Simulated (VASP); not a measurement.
# HgTe (Coloradoite) (F-43m) in VASP: a series of runs

Runs on HgTe (Coloradoite). Level: PBE. Tasks: single point.

Everything below comes from runs of VASP 6.6.1. Logs are shortened: lines on timing, memory, paths and dates and some standing lists are left out, and cuts for length are marked.

## Step 1: The cell of the first run

Symmetry: F-43m, No. 216, cubic system. The conventional cell has a = 6.429 Å, b = 6.429 Å, c = 6.429 Å, α = 90.00°, β = 90.00°, γ = 90.00°. Hg (site symmetry -43m) has 4 Te at 2.78 Å within 3.7 Å. Te (site symmetry -43m) has 4 Hg at 2.78 Å within 3.7 Å.

## Step 2: Single point, PBE

Contents of INCAR:

```
SYSTEM = HgTe
  PREC = Accurate
  ENCUT = 520
  EDIFF = 1E-6
  ISMEAR = -1
  SIGMA = 0.03
  LREAL = .FALSE.
  LASPH = .TRUE.
  NELM = 60
  ALGO = Normal
  ISIF = 2
  LWAVE = .FALSE.
  LCHARG = .TRUE.
  GGA = PE
  LELF = .TRUE.
  LVHAR = .TRUE.
  NBANDS = 16
```

Contents of KPOINTS:

```
Automatic mesh
0
G
  4 4 4
  0 0 0
```

Contents of POSCAR:

```
HgTe
1.0
    0.0000000000      3.2145000000      3.2145000000
    3.2145000000      0.0000000000      3.2145000000
    3.2145000000      3.2145000000      0.0000000000
Hg Te
1 1
Direct
    0.0000000000      0.0000000000      0.0000000000
    0.7500000000      0.7500000000      0.7500000000
```

Potentials or basis: VASP PAW PBE potentials, release 64 (Hg, Te).

The run is started by

```bash
cat potpaw_PBE.64/Hg/POTCAR potpaw_PBE.64/Te/POTCAR > POTCAR
mpirun -np 1 vasp_std > vasp.out
```

OUTCAR:

```text
SYSTEM = HgTe
   PREC = Accurate
   ENCUT = 520
   EDIFF = 1E-6
   ISMEAR = -1
   LREAL = .FALSE.
   LASPH = .TRUE.
   NELM = 60
   ISIF = 2
   GGA = PE

 ion  position               nearest neighbor table
   1  0.000  0.000  0.000-   2 2.78   2 2.78   2 2.78   2 2.78
   2  0.750  0.750  0.750-   1 2.78   1 2.78   1 2.78   1 2.78

  LATTYP: Found a face centered cubic cell.
 ALAT       =     6.4290000000

  Lattice vectors:

 A1 = (   0.0000000000,   3.2145000000,   3.2145000000)
 A2 = (   3.2145000000,   0.0000000000,   3.2145000000)
 A3 = (   3.2145000000,   3.2145000000,   0.0000000000)

Analysis of symmetry for initial positions (statically):
=====================================================================
 Subroutine PRICEL returns:
 Original cell was already a primitive cell.

 Routine SETGRP: Setting up the symmetry group for a
 face centered cubic supercell.

 Subroutine GETGRP returns: Found 24 space group operations
 (whereof 24 operations were pure point group operations)
 out of a pool of 48 trial point group operations.

The static configuration has the point symmetry T_d .

Analysis of symmetry for dynamics (positions and initial velocities):
=====================================================================
 Subroutine PRICEL returns:
 Original cell was already a primitive cell.

 Routine SETGRP: Setting up the symmetry group for a
 face centered cubic supercell.

 Subroutine GETGRP returns: Found 24 space group operations
 (whereof 24 operations were pure point group operations)
 out of a pool of 48 trial point group operations.

The dynamic configuration has the point symmetry T_d .

 Subroutine INISYM returns: Found 24 space group operations
 (whereof 24 operations are pure point group operations),
 and found     1 'primitive' translations

----------------------------------------------------------------------------------------

                                     Primitive cell

  volume of cell :      66.4309

  direct lattice vectors                    reciprocal lattice vectors
     0.000000000  3.214500000  3.214500000    -0.155545186  0.155545186  0.155545186
     3.214500000  0.000000000  3.214500000     0.155545186 -0.155545186  0.155545186
     3.214500000  3.214500000  0.000000000     0.155545186  0.155545186 -0.155545186

  length of vectors
     4.545989496  4.545989496  4.545989496     0.269412165  0.269412165  0.269412165

  position of ions in fractional coordinates (direct lattice)
     0.000000000  0.000000000  0.000000000
     0.750000000  0.750000000  0.750000000

  ion indices of the primitive-cell ions
   primitive index   ion index
                 1           1
                 2           2

----------------------------------------------------------------------------------------

 KPOINTS: Automatic mesh

Automatic generation of k-mesh.
 Grid dimensions read from file:
 generate k-points for:    4    4    4

 Generating k-lattice:

  Cartesian coordinates                     Fractional coordinates (reciprocal lattice)
    -0.038886296  0.038886296  0.038886296     0.250000000  0.000000000  0.000000000
     0.038886296 -0.038886296  0.038886296     0.000000000  0.250000000  0.000000000
     0.038886296  0.038886296 -0.038886296     0.000000000  0.000000000  0.250000000

  Length of vectors
     0.067353041  0.067353041  0.067353041

  Shift w.r.t. Gamma in fractional coordinates (k-lattice)
     0.000000000  0.000000000  0.000000000

 Subroutine IBZKPT returns following result:
 ===========================================

 Found      8 irreducible k-points:

 Following reciprocal coordinates:
            Coordinates               Weight
  0.000000  0.000000  0.000000      1.000000
  0.250000  0.000000  0.000000      8.000000
  0.500000  0.000000  0.000000      4.000000
  0.250000  0.250000  0.000000      6.000000
  0.500000  0.250000  0.000000     24.000000
 -0.250000  0.250000  0.000000     12.000000
  0.500000  0.500000  0.000000      3.000000
 -0.250000  0.500000  0.250000      6.000000
   k-points           NKPTS =      8   k-points in BZ     NKDIM =      8   number of bands    NBANDS=     16
   number of dos      NEDOS =    301   number of ions     NIONS =      2
   total plane-waves  NPLWV =  46656
   dimension x,y,z NGX =    36 NGY =   36 NGZ =   36
   dimension x,y,z NGXF=    72 NGYF=   72 NGZF=   72
   ions per type =               1   1
   NGX,Y,Z   is equivalent  to a cutoff of  13.17, 13.17, 13.17 a.u.
   NGXF,Y,Z  is equivalent  to a cutoff of  26.33, 26.33, 26.33 a.u.
 SYSTEM =  HgTe
   PREC   = accura    normal or accurate (medium, high low for compatibility)
   ISTART =      0    job   : 0-new  1-cont  2-samecut
   ICHARG =      2    charge: 1-file 2-atom 10-const
   ISPIN  =      1    spin polarized calculation?
   LNONCOLLINEAR =      F non collinear calculations
   LSORBIT =      F    spin-orbit coupling
   LASPH  =      T    aspherical Exc in radial PAW
   ENCUT  =  520.0 eV  38.22 Ry    6.18 a.u.   8.45  8.45  8.45*2*pi/ulx,y,z
   NELM   =     60;   NELMIN=  2; NELMDL= -5     # of ELM steps
   EDIFF  = 0.1E-05   stopping-criterion for ELM
   LREAL  =      F    real-space projection
   EDIFFG = 0.1E-04   stopping-criterion for IOM
   NSW    =      0    number of steps for IOM
   IBRION =     -1    ionic relax: 0-MD 1-quasi-New 2-CG
   NFREE  =      0    steps in history (QN), initial steepest desc. (CG)
   ISIF   =      2    stress and relaxation
   ISYM   =      2    0-nonsym 1-usesym 2-fastsym
   POTIM  = 0.5000    time-step for ionic-motion
   TEBEG  =    0.0;   TEEND  =   0.0 temperature during run
   PSTRESS=    0.0 pullay stress
   NELECT =      18.0000    total number of electrons
   NUPDOWN=      -1.0000    fix difference up-down
   EMIN   =  10.00;   EMAX   =-10.00  energy-range for DOS
   EFERMI =   0.00;   METHOD = LEGACY
   ISMEAR =    -1;   SIGMA  =   0.03  broadening in eV -4-tet -1-fermi 0-gaus
   EFERMI_NEDOS =   21; number of points for ismear=-14 and -15
   IALGO  =     38    algorithm
   IMIX   =      4    mixing-type and parameters
     AMIX     =   0.40;   BMIX     =  1.00
     AMIX_MAG =   1.60;   BMIX_MAG =  1.00
  volume/ion in A,a.u.               =      33.22       224.15
  Fermi-wavevector in a.u.,A,eV,Ry     =   1.059357  2.001894 15.268958  1.122237
  Thomas-Fermi vector in A             =   2.194699
   LORBIT       =      0    0 simple, 1 ext, 2 COOP (PROOUT), +10 PAW based schemes
   GGA     = PE    functional components
   LHFCALC =     F    Hartree Fock is set to
   AEXX    =    0.0000 exact exchange contribution
   IVDW    =     0    specifies the selected vdW correction
   LEPSILON=     F    determine dielectric tensor
   LRPA    =     F    only Hartree local field effects (RPA)
 non-spin polarized calculation
  energy-cutoff  :      520.00
  volume of cell :       66.43
 maximum number of plane-waves:      1812
 NGX is ok and might be reduce to    36
   NGX = 17   NGY = 17   NGZ = 17

 number of electron      18.0000000 magnetization

 Free energy of the ion-electron system (eV)
  ---------------------------------------------------
  ext. energy  EPLUGINS =         0.00000000
  ---------------------------------------------------
  free energy    TOTEN  =        -3.46067617 eV

  energy without entropy =       -3.45888597  energy(sigma->0) =       -3.45978107

 E-fermi :   3.3214     XC(G=0):  -8.8020

 val. band max:        3.3006546910   @ k =   0.0000   0.0000   0.0000
 cond. band min:       3.9964012846   @ k =   0.5000   0.0000   0.0000
 fundamental gap:      0.6957465936
 Fermi energy:         3.3214490889

 k-point     1 :       0.0000    0.0000    0.0000
  band No.  band energies     occupation
      1      -8.8006      2.00000
      2      -4.1750      2.00000
      3      -4.1750      2.00000
      4      -4.1750      2.00000
      5      -3.6296      2.00000
      6      -3.6296      2.00000
      7       2.6039      2.00000
      8       3.3007      1.33333
      9       3.3007      1.33333
     10       3.3007      1.33333
     11       7.4813      0.00000
     12       7.4813      0.00000
     13       7.4813      0.00000
     14       9.7737      0.00000
     15      12.8632      0.00000
     16      12.8632      0.00000

 k-point     2 :       0.2500    0.0000    0.0000
  band No.  band energies     occupation
      1      -8.5179      2.00000
      2      -4.1033      2.00000
      3      -4.1033      2.00000
      4      -4.0161      2.00000
      5      -3.6309      2.00000
      6      -3.6309      2.00000
      7      -0.1262      2.00000
      8       2.7353      2.00000
      9       2.7353      2.00000
     10       4.1729      0.00000
     11       8.1305      0.00000
     12       8.1305      0.00000
     13       8.2314      0.00000
     14      11.0864      0.00000
     15      11.7964      0.00000
     16      11.7964      0.00000

 k-point     3 :       0.5000    0.0000    0.0000
  band No.  band energies     occupation
      1      -8.2064      2.00000
      2      -4.0482      2.00000
      3      -4.0482      2.00000
      4      -3.6076      2.00000
      5      -3.6076      2.00000
      6      -3.3097      2.00000
      7      -2.3122      2.00000
      8       2.2777      2.00000
      9       2.2777      2.00000
     10       3.9964      0.00000
     11       8.2982      0.00000
     12       8.2982      0.00000
     13      10.1518      0.00000
     14      11.2502      0.00000
     15      13.3568      0.00000
     16      13.3568      0.00000

 k-point     4 :       0.2500    0.2500    0.0000
  band No.  band energies     occupation
      1      -8.4211      2.00000
      2      -4.1071      2.00000
      3      -4.0165      2.00000
      4      -4.0165      2.00000
      5      -3.6574      2.00000
      6      -3.5974      2.00000
      7      -0.1249      2.00000
      8       1.9347      2.00000
      9       1.9347      2.00000
     10       5.2773      0.00000
     11       6.2464      0.00000
     12       9.4924      0.00000
     13       9.4924      0.00000
     14      10.0518      0.00000
     15      13.1516      0.00000
     16      13.3969      0.00000

 k-point     5 :       0.5000    0.2500    0.0000
  band No.  band energies     occupation
      1      -8.1061      2.00000
      2      -4.0100      2.00000
      3      -3.9347      2.00000
      4      -3.7607      2.00000
      5      -3.5950      2.00000
      6      -3.3313      2.00000
      7      -1.9061      2.00000
      8       0.7853      2.00000
      9       1.5558      2.00000
     10       5.4862      0.00000
     11       7.3291      0.00000
     12       9.3369      0.00000
     13       9.8392      0.00000
     14      12.1482      0.00000
     15      13.6057      0.00000
     16      13.9619      0.00000

 k-point     6 :      -0.2500    0.2500    0.0000
  band No.  band energies     occupation
      1      -8.2126      2.00000
      2      -4.0172      2.00000
      3      -4.0119      2.00000
      4      -3.7245      2.00000
      5      -3.6486      2.00000
      6      -3.5344      2.00000
      7      -1.3815      2.00000
      8       0.7279      2.00000
      9       2.2561      2.00000
     10       5.4376      0.00000
     11       8.0724      0.00000
     12       8.8374      0.00000
     13       8.8481      0.00000
     14      11.4202      0.00000
     15      12.6895      0.00000
     16      13.8800      0.00000

 k-point     7 :       0.5000    0.5000    0.0000
  band No.  band energies     occupation
      1      -7.9975      2.00000
      2      -4.0007      2.00000
      3      -3.8213      2.00000
      4      -3.8213      2.00000
      5      -3.5649      2.00000
      6      -3.1520      2.00000
      7      -2.2436      2.00000
      8       0.9504      2.00000
      9       0.9504      2.00000
     10       5.1833      0.00000
     11       5.7300      0.00000
     12      11.5916      0.00000
     13      12.2176      0.00000
     14      12.2176      0.00000
     15      13.5792      0.00000
     16      14.7889      0.00000

 k-point     8 :      -0.2500    0.5000    0.2500
  band No.  band energies     occupation
      1      -7.9991      2.00000
      2      -3.9476      2.00000
      3      -3.8961      2.00000
      4      -3.6825      2.00000
      5      -3.6723      2.00000
      6      -2.9768      2.00000
      7      -2.3404      2.00000
      8       0.5429      2.00000
      9       0.6677      2.00000
     10       6.4594      0.00000
     11       7.9102      0.00000
     12       8.5833      0.00000
     13       9.4370      0.00000
     14      12.9022      0.00000
     15      14.3902      0.00000
     16      14.4532      0.00000

------------------------ aborting loop because EDIFF is reached ----------------------------------------

  FORCE on cell =-STRESS in cart. coord.  units (eV):
  Direction    XX          YY          ZZ          XY          YZ          ZX
  --------------------------------------------------------------------------------------
  -------------------------------------------------------------------------------------
  Total        2.1086176      2.1086176      2.1086176      0.0000000      0.0000000      0.0000000
  in kB       50.8555236     50.8555236     50.8555236      0.0000000      0.0000000      0.0000000
  external PRESSURE =      50.8555236 kB  Pullay stress =       0.0000000 kB

 VOLUME and BASIS-vectors are now :
 -----------------------------------------------------------------------------
  energy-cutoff  :      520.00
  volume of cell :       66.43
      direct lattice vectors                 reciprocal lattice vectors
     0.000000000  3.214500000  3.214500000    -0.155545186  0.155545186  0.155545186
     3.214500000  0.000000000  3.214500000     0.155545186 -0.155545186  0.155545186
     3.214500000  3.214500000  0.000000000     0.155545186  0.155545186 -0.155545186

 POSITION                                       TOTAL-FORCE (eV/Angst)
 -----------------------------------------------------------------------------------
      0.00000      0.00000      0.00000        -0.000000     -0.000000     -0.000000
      4.82175      4.82175      4.82175         0.000000      0.000000      0.000000
 -----------------------------------------------------------------------------------
    total drift:                                0.000000      0.000000      0.000000

  FREE ENERGIE OF THE ION-ELECTRON SYSTEM (eV)
  ---------------------------------------------------
  free  energy   TOTEN  =        -3.4606761719 eV

  energy  without entropy=       -3.4588859748  energy(sigma->0) =       -3.45978107
```

It took 5.9 s on 1 thread of Intel Xeon 6975P-C (Granite Rapids), shared host; peak memory 0.19 GiB.

What came out:

- Free energy: -3.4607 eV
- Pressure: 5.1 GPa
- Band gap on the k mesh: zero (filled and empty bands touch)

Caveat: the k points lie up to 0.42 Å⁻¹ apart; spin-orbit coupling is left out, which moves the levels of the heavy elements.

## Step 3: Single point, PBE

Contents of INCAR:

```
SYSTEM = HgTe
PREC = Accurate
ENCUT = 520
EDIFF = 1E-6
ISMEAR = -1
SIGMA = 0.05
LREAL = .False.
LASPH = .True.
NELM = 100
ALGO = Normal
ISIF = 2
LWAVE = .False.
LCHARG = .False.
GGA = PE
NBANDS = 16
```

Contents of KPOINTS:

```
regular mesh
0
Gamma
  7 7 7
  0 0 0
```

POSCAR is that of step 2.

Potentials or basis: VASP PAW PBE potentials, release 64 (Hg, Te).

The run is started by

```bash
cat potpaw_PBE.64/Hg/POTCAR potpaw_PBE.64/Te/POTCAR > POTCAR
mpirun -np 1 vasp_std > vasp.out
```

OUTCAR:

```text
SYSTEM = HgTe
   PREC = Accurate
   ENCUT = 520
   EDIFF = 1E-6
   ISMEAR = -1
   LREAL = .False.
   LASPH = .True.
   NELM = 100
   ISIF = 2
   GGA = PE

 ion  position               nearest neighbor table
   1  0.000  0.000  0.000-   2 2.78   2 2.78   2 2.78   2 2.78
   2  0.750  0.750  0.750-   1 2.78   1 2.78   1 2.78   1 2.78

  LATTYP: Found a face centered cubic cell.
 ALAT       =     6.4290000000

  Lattice vectors:

[... 559 lines left out ...]

------------------------ aborting loop because EDIFF is reached ----------------------------------------

  FORCE on cell =-STRESS in cart. coord.  units (eV):
  Direction    XX          YY          ZZ          XY          YZ          ZX
  --------------------------------------------------------------------------------------
  -------------------------------------------------------------------------------------
  Total        1.9216744      1.9216744      1.9216744      0.0000000      0.0000000     -0.0000000
  in kB       46.3468363     46.3468363     46.3468363      0.0000000      0.0000000     -0.0000000
  external PRESSURE =      46.3468363 kB  Pullay stress =       0.0000000 kB

 VOLUME and BASIS-vectors are now :
 -----------------------------------------------------------------------------
  energy-cutoff  :      520.00
  volume of cell :       66.43
      direct lattice vectors                 reciprocal lattice vectors
     0.000000000  3.214500000  3.214500000    -0.155545186  0.155545186  0.155545186
     3.214500000  0.000000000  3.214500000     0.155545186 -0.155545186  0.155545186
     3.214500000  3.214500000  0.000000000     0.155545186  0.155545186 -0.155545186

 POSITION                                       TOTAL-FORCE (eV/Angst)
 -----------------------------------------------------------------------------------
      0.00000      0.00000      0.00000        -0.000000     -0.000000     -0.000000
      4.82175      4.82175      4.82175         0.000000      0.000000      0.000000
 -----------------------------------------------------------------------------------
    total drift:                                0.000000      0.000000      0.000000

  FREE ENERGIE OF THE ION-ELECTRON SYSTEM (eV)
  ---------------------------------------------------
  free  energy   TOTEN  =        -3.5517652381 eV

  energy  without entropy=       -3.5510784489  energy(sigma->0) =       -3.55142184
```

OSZICAR:

```text
N       E                     dE             d eps       ncg     rms          rms(c)
DAV:   1     0.105536223551E+03    0.10554E+03   -0.78884E+03   640   0.966E+02
DAV:   2    -0.141764036407E+00   -0.10568E+03   -0.97556E+02   736   0.228E+02
DAV:   3    -0.373628277957E+01   -0.35945E+01   -0.35872E+01   792   0.434E+01
DAV:   4    -0.376746616589E+01   -0.31183E-01   -0.31182E-01   944   0.382E+00
DAV:   5    -0.376754038662E+01   -0.74221E-04   -0.74220E-04   816   0.174E-01    0.796E+00
DAV:   6    -0.356064672434E+01    0.20689E+00   -0.40226E-01   728   0.868E+00    0.626E+00
DAV:   7    -0.355255049686E+01    0.80962E-02   -0.10299E-01   728   0.222E+00    0.223E+00
DAV:   8    -0.355170421214E+01    0.84628E-03   -0.11402E-02   704   0.123E+00    0.565E-01
DAV:   9    -0.355172168441E+01   -0.17472E-04   -0.72861E-04   808   0.313E-01    0.137E-01
DAV:  10    -0.355175175227E+01   -0.30068E-04   -0.86821E-05   736   0.814E-02    0.505E-02
DAV:  11    -0.355176776500E+01   -0.16013E-04   -0.38504E-05   768   0.485E-02    0.426E-02
DAV:  12    -0.355176543873E+01    0.23263E-05   -0.46835E-06   736   0.201E-02    0.208E-02
DAV:  13    -0.355176523815E+01    0.20059E-06   -0.70445E-07   536   0.433E-03
   1 F= -.35517652E+01 E0= -.35514218E+01  d E =-.686789E-03
```

It took 8.9 s on 1 thread of Intel Xeon 6975P-C (Granite Rapids), shared host; peak memory 0.2 GiB.

What came out:

- Free energy: -3.5518 eV
- Pressure: 4.6 GPa
- Band gap on the k mesh: zero (filled and empty bands touch)

Levels at points of the mesh, in eV from the Fermi level:
```csv
k point,band 7,band 8,band 9,band 10,band 11,band 12
"(0.00, 0.00, 0.00)",-0.73,-0.04,-0.04,-0.04,4.16,4.16
```

Caveat: spin-orbit coupling is left out, which moves the levels of the heavy elements.
